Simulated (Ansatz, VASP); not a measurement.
# LuAg3O3 in VASP and in Ansatz

```xyz
7
Lattice="3.4794 0.0000 0.0110 0.0000 4.4785 0.0000 -1.4562 0.0000 6.7585" Properties=species:S:1:pos:R:3 pbc="T T T"
Lu    0.9366    0.0000    3.5110
Ag    3.3304    0.0000    0.0254
Ag    2.6416    2.2392    1.6965
Ag   -0.0040    2.2392    5.7442
O     2.6549    0.0000    1.9932
O    -0.8049    0.0000    4.8748
O     0.8503    2.2392    3.4754
```

Alike in both runs: functional PBE; k mesh 10 × 8 × 6; occupations gaussian, width 0.1 eV; no spin polarisation.

Ansatz relaxed the structure, and its values are those at the end. VASP's run is a single point on that final structure, the one shown.

|  | VASP | Ansatz |
| --- | --- | --- |
| version | VASP 6.6.1 | Ansatz 0.2.0 |
| potentials or method | VASP PAW PBE potentials, release 64 (Lu, Ag, O), cutoff 520 eV | scalar-relativistic, plane waves, PAW |
| valence electrons in the cell | 76 | 100 |

VASP gave:

| Item | Value |
| --- | --- |
| gap on the k mesh at the Fermi level (eV) | none |
| pressure (GPa) | 0.1 |
| rms of the force components (eV/Å) | 0.023 |

**Question.** What did Ansatz give for the same quantities?

**Answer.** gap on the k mesh at the Fermi level (eV): none; pressure (GPa): 0.0; rms of the force components (eV/Å): 0.000.

A gap of «none» marks a metal or a gap that the smearing closes. VASP's potentials hold 76 valence electrons a cell and Ansatz's 100, so a difference there can come from the potentials and not from the codes.

Neither program's run includes spin-orbit coupling.
